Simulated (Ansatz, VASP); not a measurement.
Two plane-wave programs on GePt

```
Ge Pt
1.0
    -5.82734   -3.75235    0.00000
     5.82734   -3.75235    0.00000
     0.00000    3.75235    6.17576
Ge Pt
8 8
Direct
  0.01247 0.82582 0.58829
  0.51247 0.32582 0.58829
  0.48753 0.67418 0.41171
  0.98753 0.17418 0.41171
  0.07582 0.76247 0.08829
  0.57582 0.26247 0.08829
  0.42418 0.73753 0.91171
  0.92418 0.23753 0.91171
  0.22032 0.22216 0.19248
  0.72032 0.72216 0.19248
  0.27968 0.27784 0.80752
  0.77968 0.77784 0.80752
  0.47216 0.97032 0.69248
  0.97216 0.47032 0.69248
  0.02784 0.52968 0.30752
  0.52784 0.02968 0.30752
```

Alike in both runs: functional PBE; k mesh 6 × 6 × 6; occupations gaussian, width 0.1 eV; no spin polarisation.

Ansatz relaxed the structure, and its values are those at the end. VASP's run is a single point on that final structure, the one shown.

|  | VASP | Ansatz |
| --- | --- | --- |
| version | VASP 6.6.1 | Ansatz 0.2.0 |
| potentials or method | VASP PAW PBE potentials, release 64 (Ge_d, Pt), cutoff 520 eV | scalar-relativistic, plane waves, PAW |
| valence electrons in the cell | 192 | 256 |

```csv
,VASP,Ansatz,Ansatz less VASP
gap on the k mesh at the Fermi level (eV),none,none,-
pressure (GPa),0.0,0.0,+0.02
rms of the force components (eV/Å),0.003,0.003,+0.0007
```

A gap of «none» marks a metal or a gap that the smearing closes. VASP's potentials hold 192 valence electrons a cell and Ansatz's 256, so a difference there can come from the potentials and not from the codes.

Spin-orbit coupling is off throughout.
